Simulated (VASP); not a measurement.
HPt6, 14 atoms in the cell. The cell holds a slab with vacuum, 14 atoms: a = 5.614 Å, b = 5.614 Å, c = 21.851 Å, α = 90.00°, β = 90.00°, γ = 90.00°. 

* Program: VASP 6.6.1
* Task: single point
* Functional: PBE
* Potentials or basis: VASP PAW PBE potentials, release 64 (Pt, H)
* Cutoff: 520 eV
* k mesh: 5 × 5 × 1
* Occupations: gaussian, width 0.1 eV
* Spin: no spin polarisation
* Dipole correction: yes
* Further INCAR settings: ALGO = Normal; EDIFF = 1e-07; NBANDS = 74

Potentials or basis: VASP PAW PBE potentials, release 64 (Pt, H).

The run is started by

```sh
$ cat potpaw_PBE.64/Pt/POTCAR potpaw_PBE.64/H/POTCAR > POTCAR
$ mpirun -np 1 vasp_std > vasp.out
```

Hardware: 1 thread of Intel(R) Xeon(R) Platinum 8488C (Sapphire Rapids) (shared host).

How long does it take, and how much memory?

Run time: 29 min on 1 thread of Intel(R) Xeon(R) Platinum 8488C (Sapphire Rapids) (shared host), peak memory 0.78 GiB. Counts: scf iterations 35, k points 9.
